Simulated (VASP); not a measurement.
# Pt (Fm-3m) in VASP: notebook

The runs below take Pt through single point, with PBEsol.

Program: VASP 6.6.1. These are calculated values, not measurements. Logs are shortened: lines on timing, memory, paths and dates and some standing lists are left out, and cuts for length are marked.

## Step 1: The cell of the first run

The structure is cubic, space group Fm-3m (No. 225). The conventional cell has a = 3.771 Å, b = 3.771 Å, c = 3.771 Å, α = 90.00°, β = 90.00°, γ = 90.00°. Within 3.5 Å of Pt (site symmetry m-3m) lie 12 Pt at 2.67 Å.

## Step 2: Single point, PBEsol

INCAR reads:

```
SYSTEM = Pt
PREC     = Accurate       ! precision mode
ENCUT    = 500            ! plane-wave cutoff, eV
EDIFF    = 1E-6           ! SCF threshold, eV
ISMEAR   = -1             ! smearing method
SIGMA    = 0.1            ! smearing width, eV
LREAL    = .False.        ! projectors in reciprocal space
LASPH    = .True.         ! aspherical terms in the spheres
NELM     = 120            ! most SCF steps
ALGO     = Normal         ! electronic algorithm
ISIF     = 2              ! what is computed and relaxed
LWAVE    = .False.        ! write WAVECAR
LCHARG   = .False.        ! write CHGCAR
GGA      = PS             ! functional
NBANDS   = 11             ! bands
GGA_COMPAT= .False.
```

KPOINTS reads:

```
Automatic mesh
0
Gamma
  19 19 19
  0 0 0
```

POSCAR reads:

```
Pt
1.0
    0.0000000000      1.8856006298      1.8856006298
    1.8856006298      0.0000000000      1.8856006298
    1.8856006298      1.8856006298      0.0000000000
Pt
1
Direct
    0.0000000000      0.0000000000      0.0000000000
```

Potentials or basis: VASP PAW PBE potentials, release 64 (Pt).

On the command line:

```
> cat potpaw_PBE.64/Pt/POTCAR > POTCAR
> mpirun -np 1 vasp_std > vasp.out
```

OUTCAR:

```text
SYSTEM = Pt
   PREC = Accurate
   ENCUT = 500
   EDIFF = 1E-6
   ISMEAR = -1
   LREAL = .False.
   LASPH = .True.
   NELM = 120
   ISIF = 2
   GGA = PS

 ion  position               nearest neighbor table
   1  0.000  0.000  0.000-

  LATTYP: Found a face centered cubic cell.
 ALAT       =     3.7712012596

  Lattice vectors:

 A1 = (   0.0000000000,   1.8856006298,   1.8856006298)
 A2 = (   1.8856006298,   0.0000000000,   1.8856006298)
 A3 = (   1.8856006298,   1.8856006298,   0.0000000000)

Analysis of symmetry for initial positions (statically):
=====================================================================
 Subroutine PRICEL returns:
 Original cell was already a primitive cell.

 Routine SETGRP: Setting up the symmetry group for a
 face centered cubic supercell.

 Subroutine GETGRP returns: Found 48 space group operations
 (whereof 48 operations were pure point group operations)
 out of a pool of 48 trial point group operations.

The static configuration has the point symmetry O_h .

Analysis of symmetry for dynamics (positions and initial velocities):
=====================================================================
 Subroutine PRICEL returns:
 Original cell was already a primitive cell.

 Routine SETGRP: Setting up the symmetry group for a
 face centered cubic supercell.

 Subroutine GETGRP returns: Found 48 space group operations
 (whereof 48 operations were pure point group operations)
 out of a pool of 48 trial point group operations.

The dynamic configuration has the point symmetry O_h .

 Subroutine INISYM returns: Found 48 space group operations
 (whereof 48 operations are pure point group operations),
 and found     1 'primitive' translations

----------------------------------------------------------------------------------------

                                     Primitive cell

  volume of cell :      13.4085

  direct lattice vectors                    reciprocal lattice vectors
     0.000000000  1.885600630  1.885600630    -0.265167497  0.265167497  0.265167497
     1.885600630  0.000000000  1.885600630     0.265167497 -0.265167497  0.265167497
     1.885600630  1.885600630  0.000000000     0.265167497  0.265167497 -0.265167497

  length of vectors
     2.666641984  2.666641984  2.666641984     0.459283578  0.459283578  0.459283578

  position of ions in fractional coordinates (direct lattice)
     0.000000000  0.000000000  0.000000000

  ion indices of the primitive-cell ions
   primitive index   ion index
                 1           1

----------------------------------------------------------------------------------------

 KPOINTS: Automatic mesh

Automatic generation of k-mesh.
 Grid dimensions read from file:
 generate k-points for:   19   19   19

 Generating k-lattice:

  Cartesian coordinates                     Fractional coordinates (reciprocal lattice)
    -0.013956184  0.013956184  0.013956184     0.052631579  0.000000000  0.000000000
     0.013956184 -0.013956184  0.013956184     0.000000000  0.052631579  0.000000000
     0.013956184  0.013956184 -0.013956184     0.000000000  0.000000000  0.052631579

  Length of vectors
     0.024172820  0.024172820  0.024172820

  Shift w.r.t. Gamma in fractional coordinates (k-lattice)
     0.000000000  0.000000000  0.000000000

 Subroutine IBZKPT returns following result:
 ===========================================

 Found    220 irreducible k-points:

 Following reciprocal coordinates:
            Coordinates               Weight
  0.000000  0.000000  0.000000      1.000000
  0.052632  0.000000  0.000000      8.000000
  0.105263  0.000000  0.000000      8.000000
  0.157895  0.000000  0.000000      8.000000
  0.210526  0.000000  0.000000      8.000000
  0.263158  0.000000  0.000000      8.000000
[... 16 lines left out ...]
 -0.315789  0.052632  0.000000     24.000000
 -0.263158  0.052632  0.000000     24.000000
 [... further k-points ...]
   k-points           NKPTS =    220   k-points in BZ     NKDIM =    220   number of bands    NBANDS=     11
   number of dos      NEDOS =    301   number of ions     NIONS =      1
   total plane-waves  NPLWV =   8000
   dimension x,y,z NGX =    20 NGY =   20 NGZ =   20
   dimension x,y,z NGXF=    40 NGYF=   40 NGZF=   40
   ions per type =               1
   NGX,Y,Z   is equivalent  to a cutoff of  12.47, 12.47, 12.47 a.u.
   NGXF,Y,Z  is equivalent  to a cutoff of  24.94, 24.94, 24.94 a.u.
 SYSTEM =  Pt
   PREC   = accura    normal or accurate (medium, high low for compatibility)
   ISTART =      0    job   : 0-new  1-cont  2-samecut
   ICHARG =      2    charge: 1-file 2-atom 10-const
   ISPIN  =      1    spin polarized calculation?
   LNONCOLLINEAR =      F non collinear calculations
   LSORBIT =      F    spin-orbit coupling
   LASPH  =      T    aspherical Exc in radial PAW
   ENCUT  =  500.0 eV  36.75 Ry    6.06 a.u.   4.86  4.86  4.86*2*pi/ulx,y,z
   NELM   =    120;   NELMIN=  2; NELMDL= -5     # of ELM steps
   EDIFF  = 0.1E-05   stopping-criterion for ELM
   LREAL  =      F    real-space projection
   EDIFFG = 0.1E-04   stopping-criterion for IOM
   NSW    =      0    number of steps for IOM
   IBRION =     -1    ionic relax: 0-MD 1-quasi-New 2-CG
   NFREE  =      0    steps in history (QN), initial steepest desc. (CG)
   ISIF   =      2    stress and relaxation
   ISYM   =      2    0-nonsym 1-usesym 2-fastsym
   POTIM  = 0.5000    time-step for ionic-motion
   TEBEG  =    0.0;   TEEND  =   0.0 temperature during run
   PSTRESS=    0.0 pullay stress
   NELECT =      10.0000    total number of electrons
   NUPDOWN=      -1.0000    fix difference up-down
   EMIN   =  10.00;   EMAX   =-10.00  energy-range for DOS
   EFERMI =   0.00;   METHOD = LEGACY
   ISMEAR =    -1;   SIGMA  =   0.10  broadening in eV -4-tet -1-fermi 0-gaus
   EFERMI_NEDOS =   21; number of points for ismear=-14 and -15
   IALGO  =     38    algorithm
   IMIX   =      4    mixing-type and parameters
     AMIX     =   0.40;   BMIX     =  1.00
     AMIX_MAG =   1.60;   BMIX_MAG =  1.00
  volume/ion in A,a.u.               =      13.41        90.48
  Fermi-wavevector in a.u.,A,eV,Ry     =   1.484619  2.805524 29.988528  2.204095
  Thomas-Fermi vector in A             =   2.598133
   LORBIT       =      0    0 simple, 1 ext, 2 COOP (PROOUT), +10 PAW based schemes
   GGA     = PS    functional components
   LHFCALC =     F    Hartree Fock is set to
   AEXX    =    0.0000 exact exchange contribution
   IVDW    =     0    specifies the selected vdW correction
   LEPSILON=     F    determine dielectric tensor
   LRPA    =     F    only Hartree local field effects (RPA)
 non-spin polarized calculation
  energy-cutoff  :      500.00
  volume of cell :       13.41
 maximum number of plane-waves:       349
   NGX =  9   NGY =  9   NGZ =  9

 number of electron      10.0000001 magnetization

 Free energy of the ion-electron system (eV)
  ---------------------------------------------------
  ext. energy  EPLUGINS =         0.00000000
  ---------------------------------------------------
  free energy    TOTEN  =        -6.79147412 eV

  energy without entropy =       -6.74523052  energy(sigma->0) =       -6.76835232

 E-fermi :  13.5262     XC(G=0): -14.3317

 val. band max:       13.5123775856   @ k =   0.4211   0.4211   0.0000
 cond. band min:      13.5295217473   @ k =   0.4211   0.1579   0.0000
 fundamental gap:      0.0171441617
 Fermi energy:        13.5262197126

 k-point     1 :       0.0000    0.0000    0.0000
  band No.  band energies     occupation
      1       1.8193      2.00000
      2       8.9167      2.00000
      3       8.9167      2.00000
      4       8.9167      2.00000
      5      11.5566      2.00000
      6      11.5566      2.00000
      7      27.7144      0.00000
      8      33.3564      0.00000
      9      33.3564      0.00000
     10      33.3564      0.00000
     11      39.0996      0.00000

 k-point     2 :       0.0526    0.0000    0.0000
  band No.  band energies     occupation
      1       1.9455      2.00000
      2       8.8529      2.00000
      3       8.9701      2.00000
      4       8.9701      2.00000
      5      11.5229      2.00000
      6      11.5229      2.00000
      7      27.9287      0.00000
      8      32.7309      0.00000
      9      33.5647      0.00000
     10      33.5647      0.00000
     11      39.8499      0.00000

 k-point     3 :       0.1053    0.0000    0.0000
  band No.  band energies     occupation
      1       2.3124      2.00000
      2       8.6873      2.00000
      3       9.1122      2.00000
      4       9.1122      2.00000
      5      11.4463      2.00000
      6      11.4463      2.00000
      7      28.5244      0.00000
      8      31.4113      0.00000
      9      34.1746      0.00000
     10      34.1746      0.00000
     11      41.2258      0.00000

 k-point     4 :       0.1579    0.0000    0.0000
  band No.  band energies     occupation
      1       2.8804      2.00000
      2       8.4934      2.00000
      3       9.2823      2.00000
      4       9.2823      2.00000
      5      11.4040      2.00000
      6      11.4040      2.00000
      7      29.3014      0.00000
      8      29.9852      0.00000
      9      35.1424      0.00000
     10      35.1424      0.00000
     11      40.4137      0.00000
[... 239 lines left out ...]
 k-point    22 :      -0.3684    0.0526    0.0000
  band No.  band energies     occupation
      1       4.9242      2.00000
      2       8.9272      2.00000
      3       9.0524      2.00000
      4      10.3429      2.00000
      5      12.7545      1.99911
      6      13.5940      0.67345
      7      22.8172      0.00000
      8      28.2496      0.00000
      9      33.7110      0.00000
     10      35.2016      0.00000
     11      40.6618      0.00000

 k-point    23 :      -0.3158    0.0526    0.0000
  band No.  band energies     occupation
      1       4.8211      2.00000
      2       9.0720      2.00000
      3       9.2071      2.00000
      4       9.3282      2.00000
      5      12.1744      2.00000
      6      13.0280      1.98638
      7      24.6846      0.00000
      8      29.0729      0.00000
      9      34.7476      0.00000
     10      36.9306      0.00000
     11      38.7182      0.00000

 k-point    24 :      -0.2632    0.0526    0.0000
  band No.  band energies     occupation
      1       4.4893      2.00000
      2       8.5645      2.00000
      3       9.2879      2.00000
      4       9.3705      2.00000
      5      11.6229      2.00000
      6      12.4654      1.99995
      7      26.4421      0.00000
      8      29.9882      0.00000
      9      35.7940      0.00000
     10      37.1488      0.00000
     11      39.0097      0.00000

 [... further k-points ...]

------------------------ aborting loop because EDIFF is reached ----------------------------------------

  FORCE on cell =-STRESS in cart. coord.  units (eV):
  Direction    XX          YY          ZZ          XY          YZ          ZX
  --------------------------------------------------------------------------------------
  -------------------------------------------------------------------------------------
  Total        3.7469560      3.7469560      3.7469560     -0.0000000     -0.0000000      0.0000000
  in kB      447.7236492    447.7236492    447.7236492     -0.0000000     -0.0000000      0.0000000
  external PRESSURE =     447.7236492 kB  Pullay stress =       0.0000000 kB

 VOLUME and BASIS-vectors are now :
 -----------------------------------------------------------------------------
  energy-cutoff  :      500.00
  volume of cell :       13.41
      direct lattice vectors                 reciprocal lattice vectors
     0.000000000  1.885600630  1.885600630    -0.265167497  0.265167497  0.265167497
     1.885600630  0.000000000  1.885600630     0.265167497 -0.265167497  0.265167497
     1.885600630  1.885600630  0.000000000     0.265167497  0.265167497 -0.265167497

 POSITION                                       TOTAL-FORCE (eV/Angst)
 -----------------------------------------------------------------------------------
      0.00000      0.00000      0.00000        -0.000000      0.000000      0.000000
 -----------------------------------------------------------------------------------
    total drift:                                0.000000      0.000000      0.000000

  FREE ENERGIE OF THE ION-ELECTRON SYSTEM (eV)
  ---------------------------------------------------
  free  energy   TOTEN  =        -6.7914741182 eV

  energy  without entropy=       -6.7452305183  energy(sigma->0) =       -6.76835232
```

Wall time 13 s (1 thread of Intel Xeon Platinum 8559C (Emerald Rapids), shared host); peak memory 0.15 GiB.

What came out:

```
Free energy            : -6.7915 eV
Pressure               : 44.8 GPa
Band gap on the k mesh : zero (bands 5 and 6 overlap by 2.71 eV)
```

Caveat: the cell stands under pressure; the PAW data sets were made with another functional, which shifts forces and pressure a little; spin-orbit coupling is left out, which moves the levels of the heavy elements.

## Step 3: Single point, PBEsol

This run uses another cell than the first one, of 13.84 Å³/atom.

INCAR reads:

```
SYSTEM = Pt
ALGO     = Normal         ! electronic algorithm
EDIFF    = 1E-6           ! SCF threshold, eV
ENCUT    = 500            ! plane-wave cutoff, eV
GGA      = PS             ! functional
GGA_COMPAT= .FALSE.      
ISIF     = 2              ! what is computed and relaxed
ISMEAR   = -1             ! smearing method
LASPH    = .TRUE.         ! aspherical terms in the spheres
LCHARG   = .FALSE.        ! write CHGCAR
LREAL    = .FALSE.        ! projectors in reciprocal space
LWAVE    = .FALSE.        ! write WAVECAR
NBANDS   = 11             ! bands
NELM     = 120            ! most SCF steps
PREC     = Accurate       ! precision mode
SIGMA    = 0.1            ! smearing width, eV
```

KPOINTS reads:

```
k-points
0
G
  19 19 19
  0 0 0
```

POSCAR reads:

```
Pt
1.0
    0.0000000000      1.9057108526      1.9057108526
    1.9057108526      0.0000000000      1.9057108526
    1.9057108526      1.9057108526      0.0000000000
Pt
1
Direct
    0.0000000000      0.0000000000      0.0000000000
```

Potentials or basis: VASP PAW PBE potentials, release 64 (Pt).

On the command line:

```
> cat potpaw_PBE.64/Pt/POTCAR > POTCAR
> mpirun -np 1 vasp_std > vasp.out
```

Wall time 16 s (1 thread of Intel Xeon Platinum 8559C (Emerald Rapids), shared host); peak memory 0.15 GiB.

The run converged. Its results:

| Item | Value |
| --- | --- |
| Free energy | -6.8920 eV |
| Pressure | 29.7 GPa |
| Band gap on the k mesh | zero (bands 5 and 6 overlap by 2.56 eV) |

Levels at points of the mesh, in eV from the Fermi level:
| k point | band 2 | band 3 | band 4 | band 5 | band 6 | band 7 | band 8 | band 9 |
| --- | --- | --- | --- | --- | --- | --- | --- | --- |
| (0.00, 0.00, 0.00) | -4.38 | -4.38 | -4.38 | -1.87 | -1.87 | 14.32 | 19.78 | 19.78 |

Caveat: the cell stands under pressure; the PAW data sets were made with another functional, which shifts forces and pressure a little; spin-orbit coupling is left out, which moves the levels of the heavy elements.
